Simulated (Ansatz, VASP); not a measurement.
Two plane-wave programs on MgTlF4

```
CELL_PARAMETERS angstrom
3.83608 0.00000 0.00000
-1.91804 3.32214 0.00000
0.00000 0.00000 6.59959
ATOMIC_POSITIONS crystal
Mg 0.00000 0.00000 0.00000
Tl 0.00000 0.00000 0.50000
F 0.33333 0.66667 0.18941
F 0.33333 0.66667 0.81059
F 0.66667 0.33333 0.18941
F 0.66667 0.33333 0.81059
```

Alike in both runs: task relaxation of cell and atoms; functional PBE; k mesh 6 × 6 × 4; occupations gaussian, width 0.1 eV; no spin polarisation.

|  | VASP | Ansatz |
| --- | --- | --- |
| version | VASP 6.6.1 | Ansatz 0.2.0 |
| potentials or method | VASP PAW PBE potentials, release 64 (Mg, Tl_d, F), cutoff 600 eV | scalar-relativistic, plane waves, PAW |
| valence electrons in the cell | 43 | 51 |

Ansatz gave:

```
gap on the k mesh at the Fermi level, each at its own relaxed structure (eV) : none
relaxed volume (Å³/atom)                                                     : 14.02
relaxed cell length with the largest relative difference (Å)                 : 6.600
```

Q: Which values does VASP return?

A: gap on the k mesh at the Fermi level, each at its own relaxed structure (eV): none; relaxed volume (Å³/atom): 13.93; relaxed cell length with the largest relative difference (Å): 6.584.

A gap of «none» marks a metal or a gap that the smearing closes. VASP's potentials hold 43 valence electrons a cell and Ansatz's 51, so a difference there can come from the potentials and not from the codes.

Neither program's run includes spin-orbit coupling.
